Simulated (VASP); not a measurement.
# Pt (P6_3/mmc) in VASP: notebook

Aim: see how the results for Pt move with the level of theory and the settings. Levels: revpbe exchange, lda correlation. Tasks: single point.

Program: VASP 6.6.1. These are calculated values, not measurements. Logs are shortened: lines on timing, memory, paths and dates and some standing lists are left out, and cuts for length are marked.

## (1) The cell of the first run

Symmetry: P6_3/mmc, No. 194, hexagonal system. The conventional cell has a = 2.623 Å, b = 2.623 Å, c = 5.310 Å, α = 90.00°, β = 90.00°, γ = 120.00°. Pt (site symmetry -6m2) has 12 Pt at 2.62 to 3.06 Å within 3.5 Å.

This isn't the form of Pt at room conditions, which is fcc.

## (2) Single point, revpbe exchange, lda correlation

INCAR reads:

```
SYSTEM = Pt
PREC     = Accurate       ! precision mode
ENCUT    = 500            ! plane-wave cutoff, eV
EDIFF    = 1E-6           ! SCF threshold, eV
ISMEAR   = -1             ! smearing method
SIGMA    = 0.15           ! smearing width, eV
LREAL    = .FALSE.        ! projectors in reciprocal space
LASPH    = .TRUE.         ! aspherical terms in the spheres
NELM     = 120            ! most SCF steps
ALGO     = Normal         ! electronic algorithm
ISIF     = 2              ! what is computed and relaxed
LWAVE    = .FALSE.        ! write WAVECAR
LCHARG   = .FALSE.        ! write CHGCAR
GGA      = LIBXC          ! functional
LIBXC1   = GGA_X_PBE_R  
LIBXC2   = LDA_C_PW     
NBANDS   = 17             ! bands
GGA_COMPAT= .FALSE.
```

KPOINTS reads:

```
regular mesh
0
G
  10 10 5
  0 0 0
```

POSCAR reads:

```
Pt
1.0
    2.6226650000      0.0000000000      0.0000000000
   -1.3112850000      2.2712600000      0.0000000000
    0.0000000000      0.0000000000      5.3098060942
Pt
2
Direct
    0.6666666667      0.3333333333      0.7500000000
    0.3333333333      0.6666666667      0.2500000000
```

Potentials or basis: VASP PAW PBE potentials, release 64 (Pt).

Command:

```
> cat potpaw_PBE.64/Pt/POTCAR > POTCAR
> mpirun -np 1 vasp_std > vasp.out
```

OUTCAR:

```text
SYSTEM = Pt
   PREC = Accurate
   ENCUT = 500
   EDIFF = 1E-6
   ISMEAR = -1
   LREAL = .FALSE.
   LASPH = .TRUE.
   NELM = 120
   ISIF = 2
   GGA = LIBXC

 ion  position               nearest neighbor table
   1  0.667  0.333  0.750-   2 3.06   2 3.06   2 3.06   2 3.06   2 3.06   2 3.06
   2  0.333  0.667  0.250-   1 3.06   1 3.06   1 3.06   1 3.06   1 3.06   1 3.06

  Warning from LATTYP: Monoclinic adjustment (A1->A3, A2->A1, A3->A2)!
  LATTYP: Found a base centered orthorhombic cell.
 ALAT       =     2.6226113587
 B/A-ratio  =     1.7320953388
 C/A-ratio  =     2.0246255994

  Lattice vectors:

 A1 = (   1.3113800000,   2.2712600000,   0.0000000000)
 A2 = (  -2.6226650000,   0.0000000000,   0.0000000000)
 A3 = (   0.0000000000,   0.0000000000,   5.3098060942)

Analysis of symmetry for initial positions (statically):
=====================================================================
 Subroutine PRICEL returns:
 Original cell was already a primitive cell.

 Routine SETGRP: Setting up the symmetry group for a
 base centered orthorhombic supercell.

 Subroutine GETGRP returns: Found  8 space group operations
 (whereof  4 operations were pure point group operations)
 out of a pool of  8 trial point group operations.

The static configuration has the point symmetry C_2h.
 The point group associated with its full space group is D_2h.

Analysis of symmetry for dynamics (positions and initial velocities):
=====================================================================
 Subroutine PRICEL returns:
 Original cell was already a primitive cell.

 Routine SETGRP: Setting up the symmetry group for a
 base centered orthorhombic supercell.

 Subroutine GETGRP returns: Found  8 space group operations
 (whereof  4 operations were pure point group operations)
 out of a pool of  8 trial point group operations.

The dynamic configuration has the point symmetry C_2h.
 The point group associated with its full space group is D_2h.

 Subroutine INISYM returns: Found  8 space group operations
 (whereof  4 operations are pure point group operations),
 and found     1 'primitive' translations

----------------------------------------------------------------------------------------

                                     Primitive cell

  volume of cell :      31.6292

  direct lattice vectors                    reciprocal lattice vectors
     2.622665000  0.000000000  0.000000000     0.381291549  0.220134150  0.000000000
    -1.311285000  2.271260000  0.000000000     0.000000000  0.440284248  0.000000000
     0.000000000  0.000000000  5.309806094     0.000000000  0.000000000  0.188330794

  length of vectors
     2.622665000  2.622611359  5.309806094     0.440275242  0.440284248  0.188330794

  position of ions in fractional coordinates (direct lattice)
     0.666666667  0.333333333  0.750000000
     0.333333333  0.666666667  0.250000000

  ion indices of the primitive-cell ions
   primitive index   ion index
                 1           1
                 2           2

----------------------------------------------------------------------------------------

 KPOINTS: regular mesh

Automatic generation of k-mesh.
 Grid dimensions read from file:
 generate k-points for:   10   10    5

 Generating k-lattice:

  Cartesian coordinates                     Fractional coordinates (reciprocal lattice)
     0.038129155  0.022013415  0.000000000     0.100000000  0.000000000  0.000000000
     0.000000000  0.044028425  0.000000000     0.000000000  0.100000000  0.000000000
     0.000000000  0.000000000  0.037666159     0.000000000  0.000000000  0.200000000

  Length of vectors
     0.044027524  0.044028425  0.037666159

  Shift w.r.t. Gamma in fractional coordinates (k-lattice)
     0.000000000  0.000000000  0.000000000

 Subroutine IBZKPT returns following result:
 ===========================================

 Found     93 irreducible k-points:

 Following reciprocal coordinates:
            Coordinates               Weight
  0.000000  0.000000  0.000000      1.000000
  0.100000 -0.000000  0.000000      2.000000
  0.200000 -0.000000  0.000000      2.000000
  0.300000  0.000000  0.000000      2.000000
  0.400000  0.000000  0.000000      2.000000
  0.500000 -0.000000  0.000000      1.000000
[... 16 lines left out ...]
  0.000000  0.400000  0.000000      4.000000
  0.100000  0.400000  0.000000      4.000000
 [... further k-points ...]
   k-points           NKPTS =     93   k-points in BZ     NKDIM =     93   number of bands    NBANDS=     17
   number of dos      NEDOS =    301   number of ions     NIONS =      2
   total plane-waves  NPLWV =  16000
   dimension x,y,z NGX =    20 NGY =   20 NGZ =   40
   dimension x,y,z NGXF=    40 NGYF=   40 NGZF=   80
   ions per type =               2
   NGX,Y,Z   is equivalent  to a cutoff of  12.68, 12.68, 12.52 a.u.
   NGXF,Y,Z  is equivalent  to a cutoff of  25.36, 25.36, 25.05 a.u.
 SYSTEM =  Pt
   PREC   = accura    normal or accurate (medium, high low for compatibility)
   ISTART =      0    job   : 0-new  1-cont  2-samecut
   ICHARG =      2    charge: 1-file 2-atom 10-const
   ISPIN  =      1    spin polarized calculation?
   LNONCOLLINEAR =      F non collinear calculations
   LSORBIT =      F    spin-orbit coupling
   LASPH  =      T    aspherical Exc in radial PAW
   ENCUT  =  500.0 eV  36.75 Ry    6.06 a.u.   4.78  4.78  9.68*2*pi/ulx,y,z
   NELM   =    120;   NELMIN=  2; NELMDL= -5     # of ELM steps
   EDIFF  = 0.1E-05   stopping-criterion for ELM
   LREAL  =      F    real-space projection
   EDIFFG = 0.1E-04   stopping-criterion for IOM
   NSW    =      0    number of steps for IOM
   IBRION =     -1    ionic relax: 0-MD 1-quasi-New 2-CG
   NFREE  =      0    steps in history (QN), initial steepest desc. (CG)
   ISIF   =      2    stress and relaxation
   ISYM   =      2    0-nonsym 1-usesym 2-fastsym
   POTIM  = 0.5000    time-step for ionic-motion
   TEBEG  =    0.0;   TEEND  =   0.0 temperature during run
   PSTRESS=    0.0 pullay stress
   NELECT =      20.0000    total number of electrons
   NUPDOWN=      -1.0000    fix difference up-down
   EMIN   =  10.00;   EMAX   =-10.00  energy-range for DOS
   EFERMI =   0.00;   METHOD = LEGACY
   ISMEAR =    -1;   SIGMA  =   0.15  broadening in eV -4-tet -1-fermi 0-gaus
   EFERMI_NEDOS =   21; number of points for ismear=-14 and -15
   IALGO  =     38    algorithm
   IMIX   =      4    mixing-type and parameters
     AMIX     =   0.40;   BMIX     =  1.00
     AMIX_MAG =   1.60;   BMIX_MAG =  1.00
  volume/ion in A,a.u.               =      15.81       106.72
  Fermi-wavevector in a.u.,A,eV,Ry     =   1.405148  2.655345 26.863897  1.974441
  Thomas-Fermi vector in A             =   2.527638
   LORBIT       =      0    0 simple, 1 ext, 2 COOP (PROOUT), +10 PAW based schemes
   GGA     = LIBXC    functional components
   LHFCALC =     F    Hartree Fock is set to
   AEXX    =    0.0000 exact exchange contribution
   IVDW    =     0    specifies the selected vdW correction
   LEPSILON=     F    determine dielectric tensor
   LRPA    =     F    only Hartree local field effects (RPA)
 non-spin polarized calculation
  energy-cutoff  :      500.00
  volume of cell :       31.63
 maximum number of plane-waves:       816
   NGX =  9   NGY =  9   NGZ = 19

 number of electron      19.9999992 magnetization

 Free energy of the ion-electron system (eV)
  ---------------------------------------------------
  ext. energy  EPLUGINS =         0.00000000
  ---------------------------------------------------
  free energy    TOTEN  =        -7.37374296 eV

  energy without entropy =       -7.18645703  energy(sigma->0) =       -7.28009999

 E-fermi :  10.4015     XC(G=0): -12.8121

 val. band max:       10.3701681129   @ k =  -0.3000   0.4000   0.0000
 cond. band min:      10.4043483812   @ k =   0.3000   0.2000   0.0000
 fundamental gap:      0.0341802683
 Fermi energy:        10.4015175878

 k-point     1 :       0.0000    0.0000    0.0000
  band No.  band energies     occupation
      1       0.9693      2.00000
      2       2.7555      2.00000
      3       5.6224      2.00000
      4       6.8390      2.00000
      5       6.8396      2.00000
      6       7.0033      2.00000
[... 9 lines left out ...]
     16      27.9330      0.00000
     17      34.2086      0.00000

 k-point     2 :       0.1000   -0.0000    0.0000
  band No.  band energies     occupation
      1       1.3973      2.00000
      2       3.1816      2.00000
      3       5.7870      2.00000
      4       6.6227      2.00000
      5       6.7922      2.00000
      6       7.1735      2.00000
[... 9 lines left out ...]
     16      28.6096      0.00000
     17      31.7760      0.00000

 k-point     3 :       0.2000   -0.0000    0.0000
  band No.  band energies     occupation
      1       2.5135      2.00000
      2       4.0999      2.00000
      3       5.9601      2.00000
      4       6.2638      2.00000
      5       6.7049      2.00000
      6       6.9361      2.00000
[... 9 lines left out ...]
     16      29.4538      0.00000
     17      29.8682      0.00000

 k-point     4 :       0.3000    0.0000    0.0000
  band No.  band energies     occupation
      1       3.5421      2.00000
      2       4.1738      2.00000
      3       5.6856      2.00000
      4       6.1096      2.00000
      5       7.1511      2.00000
      6       7.3537      2.00000
[... 9 lines left out ...]
     16      27.6928      0.00000
     17      28.5381      0.00000

 k-point     5 :       0.4000    0.0000    0.0000
  band No.  band energies     occupation
      1       3.6313      2.00000
      2       3.7936      2.00000
      3       5.0593      2.00000
      4       6.6982      2.00000
      5       6.9965      2.00000
      6       8.3607      2.00000
[... 9 lines left out ...]
     16      24.0776      0.00000
     17      25.6829      0.00000

 k-point     6 :       0.5000   -0.0000    0.0000
  band No.  band energies     occupation
      1       3.5233      2.00000
      2       3.6474      2.00000
      3       4.8485      2.00000
      4       6.4639      2.00000
      5       7.5517      2.00000
      6       8.2598      2.00000
[... 9 lines left out ...]
     16      23.2307      0.00000
     17      24.8361      0.00000

 k-point     7 :       0.0000    0.1000    0.0000
  band No.  band energies     occupation
      1       1.3973      2.00000
      2       3.1817      2.00000
      3       5.7870      2.00000
      4       6.6231      2.00000
      5       6.7925      2.00000
      6       7.1731      2.00000
[... 9 lines left out ...]
     16      28.6097      0.00000
     17      31.7749      0.00000

 k-point     8 :       0.1000    0.1000    0.0000
  band No.  band energies     occupation
      1       2.1919      2.00000
      2       3.9351      2.00000
      3       5.9331      2.00000
      4       6.4076      2.00000
      5       6.4292      2.00000
      6       7.0668      2.00000
[... 9 lines left out ...]
     16      28.4151      0.00000
     17      29.8638      0.00000
[... 203 lines left out ...]
      1       4.0762      2.00000
      2       4.3345      2.00000
      3       5.3656      2.00000
      4       6.4811      2.00000
      5       6.9568      2.00000
      6       7.3371      2.00000
[... 9 lines left out ...]
     16      25.3440      0.00000
     17      26.6035      0.00000

 k-point    20 :       0.2000    0.3000    0.0000
  band No.  band energies     occupation
      1       4.9878      2.00000
      2       5.1202      2.00000
      3       5.3247      2.00000
      4       6.6759      2.00000
      5       6.7403      2.00000
      6       7.2352      2.00000
[... 9 lines left out ...]
     16      24.8196      0.00000
     17      25.3237      0.00000

 k-point    21 :       0.3000    0.3000    0.0000
  band No.  band energies     occupation
      1       5.5143      2.00000
      2       5.7643      2.00000
      3       6.0269      2.00000
      4       6.5233      2.00000
      5       6.7287      2.00000
      6       6.9826      2.00000
[... 9 lines left out ...]
     16      23.4960      0.00000
     17      24.1225      0.00000

 k-point    22 :      -0.2000    0.3000    0.0000
  band No.  band energies     occupation
      1       3.4600      2.00000
      2       4.6914      2.00000
      3       5.9710      2.00000
      4       6.0406      2.00000
      5       6.0762      2.00000
      6       7.1059      2.00000
[... 9 lines left out ...]
     16      26.9430      0.00000
     17      28.8706      0.00000

 k-point    23 :       0.0000    0.4000    0.0000
  band No.  band energies     occupation
      1       3.6314      2.00000
      2       3.7937      2.00000
      3       5.0592      2.00000
      4       6.6982      2.00000
      5       6.9967      2.00000
      6       8.3604      2.00000
[... 9 lines left out ...]
     16      24.0778      0.00000
     17      25.6822      0.00000

 k-point    24 :       0.1000    0.4000    0.0000
  band No.  band energies     occupation
      1       3.9176      2.00000
      2       4.0572      2.00000
      3       5.0025      2.00000
      4       6.5790      2.00000
      5       7.4281      2.00000
      6       8.0196      2.00000
[... 9 lines left out ...]
     16      23.8392      0.00000
     17      24.1384      0.00000

 [... further k-points ...]
[... 5 lines left out ...]
  --------------------------------------------------------------------------------------
  -------------------------------------------------------------------------------------
  Total        9.3068790      9.3078757      1.4188371     -0.0009135      0.0000000      0.0000000
  in kB      471.4398753    471.4903644     71.8711791     -0.0462720      0.0000000      0.0000000
  external PRESSURE =     338.2671396 kB  Pullay stress =       0.0000000 kB

 VOLUME and BASIS-vectors are now :
 -----------------------------------------------------------------------------
  energy-cutoff  :      500.00
  volume of cell :       31.63
      direct lattice vectors                 reciprocal lattice vectors
     2.622665000  0.000000000  0.000000000     0.381291549  0.220134150  0.000000000
    -1.311285000  2.271260000  0.000000000     0.000000000  0.440284248  0.000000000
     0.000000000  0.000000000  5.309806094     0.000000000  0.000000000  0.188330794

 POSITION                                       TOTAL-FORCE (eV/Angst)
 -----------------------------------------------------------------------------------
      1.31135      0.75709      3.98235        -0.000016     -0.000009     -0.000000
      0.00003      1.51417      1.32745         0.000016      0.000009      0.000000
 -----------------------------------------------------------------------------------
    total drift:                                0.000000     -0.000000     -0.000000

  FREE ENERGIE OF THE ION-ELECTRON SYSTEM (eV)
  ---------------------------------------------------
  free  energy   TOTEN  =        -7.3737429557 eV

  energy  without entropy=       -7.1864570250  energy(sigma->0) =       -7.28009999
```

Run time: 20 s. Hardware: 1 thread of Intel Xeon Platinum 8488C (Sapphire Rapids), shared host; peak memory 0.17 GiB.

What came out:

```
Free energy            : -7.3737 eV
Pressure               : 33.8 GPa
Band gap on the k mesh : zero (bands 10 and 11 overlap by 1.73 eV)
```

Levels at points of the mesh, in eV from the Fermi level:
```tsv
k point	band 6	band 7	band 8	band 9	band 10	band 11	band 12	band 13	band 14	band 15
(0.00, 0.00, 0.00)	-3.40	-3.40	-1.09	-0.86	-0.86	-0.07	-0.07	2.78	13.13	16.38
(0.50, 0.00, 0.00)	-2.14	-1.74	-0.39	1.04	1.10	2.65	4.23	7.74	8.26	9.73
(0.00, 0.50, 0.00)	-2.14	-1.74	-0.39	1.04	1.11	2.65	4.23	7.74	8.26	9.73
```

Caveat: the cell stands under pressure; the PAW data sets were made with another functional, which shifts forces and pressure a little; spin-orbit coupling is left out, which moves the levels of the heavy elements.

## (3) Single point, revpbe exchange, lda correlation

This run uses another cell than the first one, of the same volume but with other edges.

INCAR reads:

```
SYSTEM = Pt
  PREC = Accurate
  ENCUT = 500
  EDIFF = 1E-6
  ISMEAR = -1
  SIGMA = 0.15
  LREAL = .False.
  LASPH = .True.
  NELM = 120
  ALGO = Normal
  ISIF = 2
  LWAVE = .False.
  LCHARG = .True.
  GGA = LIBXC
  LIBXC1 = GGA_X_PBE_R
  LIBXC2 = LDA_C_PW
  LELF = .True.
  LVHAR = .True.
  NBANDS = 17
  GGA_COMPAT = .False.
```

KPOINTS reads:

```
Automatic mesh
0
Gamma
  10 10 5
  0 0 0
```

POSCAR reads:

```
Pt
1.0
    2.6686766667      0.0000000000      0.0000000000
   -1.3342900000      2.3111066667      0.0000000000
    0.0000000000      0.0000000000      5.1282877527
Pt
2
Direct
    0.6666666667      0.3333333333      0.7500000000
    0.3333333333      0.6666666667      0.2500000000
```

Potentials or basis: VASP PAW PBE potentials, release 64 (Pt).

Command:

```
> cat potpaw_PBE.64/Pt/POTCAR > POTCAR
> mpirun -np 1 vasp_std > vasp.out
```

Run time: 21 s. Hardware: 1 thread of Intel Xeon Platinum 8488C (Sapphire Rapids), shared host; peak memory 0.17 GiB.

It converged, with:

```
Free energy            : -7.5994 eV
Pressure               : 27.7 GPa
Band gap on the k mesh : zero (bands 10 and 11 overlap by 1.50 eV)
```

Stress tensor (GPa, compression positive):
```
36.36  0.00  0.00
 0.00 36.36  0.00
 0.00  0.00 10.38
```

Levels at points of the mesh, in eV from the Fermi level:
```tsv
k point	band 6	band 7	band 8	band 9	band 10	band 11	band 12	band 13	band 14	band 15
(0.00, 0.00, 0.00)	-3.29	-3.29	-1.19	-1.19	-0.89	-0.17	-0.17	3.40	14.17	16.10
(0.50, 0.00, 0.00)	-2.47	-1.98	-0.32	0.74	0.84	2.56	4.16	7.46	8.46	9.54
(0.00, 0.50, 0.00)	-2.47	-1.98	-0.32	0.74	0.84	2.56	4.16	7.46	8.46	9.54
```

Caveat: the cell stands under pressure; the PAW data sets were made with another functional, which shifts forces and pressure a little; spin-orbit coupling is left out, which moves the levels of the heavy elements.

(Continued in part 2 of 2.)
